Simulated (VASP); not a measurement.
Runs of VASP 6.6.1 on Ba. The structure is that of space group Im-3m (No. 229), or close to it. The cells are those of the table. 

```csv
task,cell,cutoff (eV),gap on the mesh (eV),pressure (GPa)
single point,"a = 3.299 Å, angles 109.5°, 1 atom",520,none,23.7
single point,"a = 3.164 Å, angles 109.5°, 1 atom",520,none,36.1
single point,"a = 4.402 Å, angles 109.5°, 1 atom",520,none,0.1
single point,"a = 3.089 Å, angles 109.5°, 1 atom",520,none,(b)
relaxation of cell and atoms,"relaxed from a = 4.341 Å, angles 109.5°, 1 atom",600,none,0.0
relaxation of cell and atoms,"relaxed to 30 GPa from a = 4.341 Å, angles 109.5°, 1 atom",600,none,30.0
relaxation of cell and atoms,"relaxed to 10 GPa from a = 4.341 Å, angles 109.5°, 1 atom",600,none,10.0
relaxation of cell and atoms,"relaxed to 20 GPa from a = 4.341 Å, angles 109.5°, 1 atom",600,none,20.0
single point,"a = 3.596 Å, angles 109.5°, 1 atom",520,none,(a)
```

Alike in all rows: level r2SCAN; potentials or basis VASP PAW PBE potentials, release 64 (Ba_sv); no spin polarisation; k mesh 7 × 7 × 7; smearing fermi-dirac 0.15 eV.

Problem. Fill in the values left out.

Solution. (a) 11.2; (b) 47.8.

Caveats: the PAW data sets were made with another functional, which shifts forces and pressure a little; spin-orbit coupling is left out, which moves the levels of the heavy elements; the cell stands under pressure (at least some runs); the cell is relaxed towards a set pressure, so the run minimises the enthalpy, not the energy (at least some runs).

A k mesh can miss the band edges, and the runs leave out spin-orbit coupling on Ba.

A gap of «none» marks levels without a gap at the run's occupations.
